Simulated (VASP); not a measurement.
A run of VASP 6.6.1 is set up as follows.

File INCAR:

```
ALGO = Normal
EDIFF = 1E-7
EDIFFG = -0.08
ENCUT = 750
GGA = PE
GGA_COMPAT = False
IBRION = 2
ISIF = 3
ISMEAR = 0
LASPH = True
LCHARG = False
LMAXMIX = 6
LREAL = False
LWAVE = False
NELM = 200
NELMIN = 4
NSW = 36
PREC = Accurate
SIGMA = 0.15
```

KPOINTS

```
k-points
0
Gamma
  3 3 3
```

File POSCAR:

```
LiTmH4
1.0
    4.6837457200      0.0000000000      0.0000000000
   -2.3418728600      4.0562427700      0.0000000000
    0.0000000000      0.0000000000      3.6328298000
Li Tm H
1 1 4
Direct
    0.0000000000      0.0000000000      0.0000000000
    0.3333333300      0.6666666700      0.0000000000
    0.6666666700      0.3333333300      0.0000000000
    0.5030135000      0.0060270000      0.5000000000
    0.9939730000      0.4969865000      0.5000000000
    0.5030135000      0.4969865000      0.5000000000
```

Potentials or basis: VASP PAW PBE potentials, release 64 (Li_sv, Tm_3, H), 4f in core.

Launch:

```console
$ cat potpaw_PBE.64/Li_sv/POTCAR potpaw_PBE.64/Tm_3/POTCAR potpaw_PBE.64/H/POTCAR > POTCAR
$ mpirun -np 1 vasp_std > vasp.out
```

Task: What does it give for the space group after relaxing (to 0.1 Å)?

Result: P-6m2 (No. 187).

Task: Predict the relaxed volume.

Result: 10.91 Å³/atom.

Task: What does it give for the band gap on the k mesh?

Result: 0.89 eV (least direct gap 1.01 eV).

Task: Predict the relaxed cell.

Result: a = 4.885 Å, b = 4.885 Å, c = 3.166 Å, α = 90.00°, β = 90.00°, γ = 120.00°.

Forces in eV/Å, atoms in the order of the input:
```
Li   0.000  0.000  0.000
Tm   0.000  0.000  0.000
H    0.000  0.000  0.000
H    0.000 -0.029  0.000
H    0.025  0.014  0.000
H   -0.025  0.014  0.000
```

Caveat: the k points lie up to 0.66 Å⁻¹ apart in the final cell; spin-orbit coupling is left out, which moves the levels of the heavy elements; the 4f electrons are frozen in the core, so they carry no moment and show no levels. Spin polarisation is off, so any magnetic state and its effect on volume and gap are missing.
